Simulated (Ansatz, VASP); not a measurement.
## Two plane-wave programs on Mg2Zn3S5

```
Mg Zn S
1.0
     0.00029   -3.93174    0.00338
     3.92538   -0.00042    0.00137
    -1.95625    1.95256   13.83706
Mg Zn S
2 3 5
Cartesian
  1.9689 -1.9710 2.8006
  0.0030 -0.0036 11.0401
  0.0087 -0.0030 5.5930
  1.9626 -1.9671 8.2502
  1.9672 -1.9885 13.8405
  1.9684 -0.0034 6.9211
  0.0013 -1.9696 9.5779
  1.9655 -0.0220 12.5083
  1.9617 -0.0061 1.3334
  0.0057 -1.9706 4.2643
```

Change from the starting cell: cell x1, atoms moved at random (sigma 0.05 Å) and cell strained at random (1.5 %), then relaxed without symmetry.

Alike in both runs: functional PBE; k mesh 4 × 4 × 4; occupations gaussian, width 0.1 eV; no spin polarisation.

Ansatz relaxed the structure, and its values are those at the end. VASP's run is a single point on that final structure, the one shown.

```csv
,VASP,Ansatz
version,VASP 6.6.1,Ansatz 0.2.0
potentials or method,"VASP PAW PBE potentials, release 64 (Mg, Zn, S), cutoff 520 eV","scalar-relativistic, plane waves, PAW"
valence electrons in the cell,70,86
```

```tsv
	VASP	Ansatz	Ansatz less VASP
gap on the k mesh at the Fermi level (eV)	2.40	2.40	0.000
least direct gap on the mesh (eV)	2.40	2.40	0.000
pressure (GPa)	0.0	-0.1	-0.01
rms of the force components (eV/Å)	0.016	0.009	-0.0065
```

With one functional, cell and mesh, what is left measures potentials, basis and numerics. VASP's potentials hold 70 valence electrons a cell and Ansatz's 86, so a difference there can come from the potentials and not from the codes.
